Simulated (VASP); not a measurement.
Runs of VASP 6.6.1 on TaVN2. The structure is that of space group P4/mmm (No. 123), or close to it. The cells are those of the table. 

```tsv
level	potentials or basis	cell	gap on the mesh (eV)	pressure (GPa)	moment (μB)
LDA	VASP PAW LDA potentials, release 64 (Ta_pv, V_sv, N)	a = 3.110, b = 3.110, c = 4.380 Å, 4 atoms	none	-32.5	0.00
PBEsol	VASP PAW PBE potentials, release 64 (Ta_pv, V_sv, N)	a = 3.110, b = 3.110, c = 4.380 Å, 4 atoms	none	-24.4	(b)
r2SCAN	VASP PAW PBE potentials, release 64 (Ta_pv, V_sv, N)	a = 3.050, b = 3.050, c = 4.296 Å, 4 atoms	none	(a)	1.95
PBEsol	VASP PAW PBE potentials, release 64 (Ta_pv, V_sv, N)	a = 3.090, b = 3.090, c = 4.353 Å, 4 atoms	none	-20.3	(c)
LDA	VASP PAW LDA potentials, release 64 (Ta_pv, V_sv, N)	a = 3.090, b = 3.090, c = 4.353 Å, 4 atoms	none	-28.2	0.04
```

Alike in all rows: task single point; spin collinear, ferromagnetic start; k mesh 9 × 9 × 6; cutoff (eV) 520; smearing fermi-dirac 0.05 eV.

Task: Estimate the missing entries.

Result: (a) 2.5; (b) 1.25; (c) 1.14.

Caveats: spin-orbit coupling is left out, which moves the levels of the heavy elements; the cell stands under tension (at least some runs); the PAW data sets were made with another functional, which shifts forces and pressure a little (at least some runs); the moments typed at the start vanished in this run (at least some runs).

A k mesh can miss the band edges, and the runs leave out spin-orbit coupling on Ta.

A gap of «none» marks levels without a gap at the run's occupations.
